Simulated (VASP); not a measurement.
Wanted: the native input for a VASP 6.6.1 run.

* Task: single point
* Functional: PBE
* Potentials or basis: VASP PAW PBE potentials, release 64 (Hf_pv, O)
* Cutoff: 520 eV
* k mesh: 6 × 6 × 8
* Occupations: gaussian, width 0.05 eV
* Spin: no spin polarisation
* Dipole correction: no
* Further INCAR settings: ALGO = Normal; EDIFF = 1e-06; NBANDS = 31

The structure of HfO2 lies in POSCAR:

```
HfO2
1.0
    0.0000000000     -2.5488057612     -2.5488057612
   -2.5488057612      0.0000000000     -2.5488057612
    2.5488057612      2.5488057612     -5.0976115224
Hf O
2 4
Direct
   -0.0120130003     -0.0120130003      0.0000002148
    0.5120130003      0.5120130003      0.4999997852
    0.1261802403      0.1261802403      0.6249998757
    0.6238197597      0.6238197597      0.1250001243
    0.3738197597      0.3738197597      0.8750001243
    0.8761802403      0.8761802403      0.3749998757
```

This cell differs from its parent crystal: mode 4 (81.9 1/cm) frozen in, largest displacement +0.075 Å.

One way to write it, as run:

INCAR

```
ALGO = Normal
EDIFF = 1E-6
ENCUT = 520
GGA = PE
ISIF = 2
ISMEAR = 0
LASPH = T
LCHARG = F
LREAL = F
LWAVE = F
NBANDS = 31
NELM = 80
PREC = Accurate
SIGMA = 0.05
```

KPOINTS

```
k-points
0
Gamma
  6 6 8
```

Potentials or basis: VASP PAW PBE potentials, release 64 (Hf_pv, O).

Run with:

```sh
$ cat potpaw_PBE.64/Hf_pv/POTCAR potpaw_PBE.64/O/POTCAR > POTCAR
$ mpirun -np 1 vasp_std > vasp.out
```

It gave:

The pressure is -3.2 GPa and the largest force is 0.327 eV/Å. The band gap on the k mesh is 3.79 eV, indirect (the least direct gap lies 0.4 meV higher).

Caveat: the cell differs from its parent crystal (mode 4 (81.9 1/cm) frozen in, largest displacement +0.075 Å); spin-orbit coupling is left out, which moves the levels of the heavy elements.

It took 2.1 min on 1 thread of Intel(R) Xeon(R) Platinum 8375C CPU @ 2.90GHz (Ice Lake), on a shared host, peak memory 0.28 GiB.
